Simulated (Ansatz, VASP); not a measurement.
# One calculation of SbAu, two programs

File INCAR:

```
SYSTEM = SbAu
  ALGO = Normal
  EDIFF = 1E-6
  ENCUT = 520
  GGA = PE
  ISIF = 2
  ISMEAR = -1
  LASPH = .True.
  LCHARG = .False.
  LREAL = .False.
  LWAVE = .False.
  NBANDS = 15
  NELM = 60
  PREC = Accurate
  SIGMA = 0.08
```

KPOINTS

```
k-points
0
Gamma
  10 10 10
  0 0 0
```

The input POSCAR:

```
SbAu
1.0
    0.0000000000      3.1416792501      3.1416792501
    3.1416792501      0.0000000000      3.1416792501
    3.1416792501      3.1416792501      0.0000000000
Au Sb
1 1
Direct
    0.0000000000      0.0000000000      0.0000000000
    0.2500000000      0.2500000000      0.2500000000
```

Input for Ansatz:

```yaml
crystal:
  lattice:
    - [0.0, 3.1416792501, 3.1416792501]
    - [3.1416792501, 0.0, 3.1416792501]
    - [3.1416792501, 3.1416792501, 0.0]
  atoms:
    - { symbol: Au, position: [0.0, 0.0, 0.0] }
    - { symbol: Sb, position: [0.25, 0.25, 0.25] }
kpoints:
  mp_grid: { grid: [10, 10, 10] }
scf:
  occupations: { method: fermi_dirac, width: 0.08 }
hamiltonian:
  xc: pbe
  pseudopotentials: { kind: all_electron, lapw: { basis_error: 0.001 } }
output:
  forces: true
  stress: true
  eigenvalues: true
```

Change from the starting cell: volume scaled by 1.03.

Alike in both runs: task single point; functional PBE; k mesh 10 × 10 × 10; occupations fermi-dirac, width 0.08 eV; no spin polarisation.

|  | VASP | Ansatz |
| --- | --- | --- |
| version | VASP 6.6.1 | Ansatz 0.2.0 |
| potentials or method | VASP PAW PBE potentials, release 64 (Au, Sb), cutoff 520 eV | all-electron LAPW, scalar-relativistic |

```csv
,VASP,Ansatz,Ansatz less VASP
pressure (GPa),-1.8,-1.6,+0.22
```

Ansatz ran all-electron here, and VASP with PAW potentials.

Neither program's run includes spin-orbit coupling.
